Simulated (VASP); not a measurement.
Write the native input for VASP 6.6.1 that does the following.

* Task: single point
* Functional: LDA
* Potentials or basis: VASP PAW LDA potentials, release 64 (Zn, O_h)
* Cutoff: 1340 eV
* k mesh: 6 × 6 × 4
* Occupations: gaussian, width 0.1 eV
* Spin: no spin polarisation
* Dipole correction: no
* Further INCAR settings: ALGO = Normal; EDIFF = 1e-06; NBANDS = 26

The structure of ZnO lies in POSCAR:

```
ZnO
1.0
    3.2494000000      0.0000000000      0.0000000000
   -1.6247000000      2.8140629500      0.0000000000
    0.0000000000      0.0000000000      5.2038000000
Zn O
2 2
Direct
    0.3333333300      0.6666666700      0.0000000000
    0.6666666700      0.3333333300      0.5000000000
    0.3333333300      0.6666666700      0.3830000000
    0.6666666700      0.3333333300      0.8830000000
```

One way to write it, as run:

INCAR

```
SYSTEM = ZnO
ALGO = Normal
EDIFF = 1E-6
ENCUT = 1340
GGA = CA
GGA_COMPAT = .False.
ISIF = 2
ISMEAR = 0
LASPH = .True.
LCHARG = .False.
LREAL = .False.
LWAVE = .False.
NBANDS = 26
NELM = 120
PREC = Accurate
SIGMA = 0.1
```

KPOINTS

```
k-points
0
Gamma
  6 6 4
  0 0 0
```

Potentials or basis: VASP PAW LDA potentials, release 64 (Zn, O_h).

The run is started by

```bash
$ cat potpaw_LDA.64/Zn/POTCAR potpaw_LDA.64/O_h/POTCAR > POTCAR
$ mpirun -np 1 vasp_std > vasp.out
```

It gave:

* Pressure: -6.2 GPa
* Largest force: 0.067 eV/Å
* Band gap on the k mesh: 0.74 eV

Caveat: the cell stands under tension; semilocal functionals underestimate gaps, and a narrow one can read as zero.

It took 53 s on 1 thread of Intel(R) Xeon(R) 6975P-C (Granite Rapids), with other jobs on the host, peak memory 0.29 GiB.
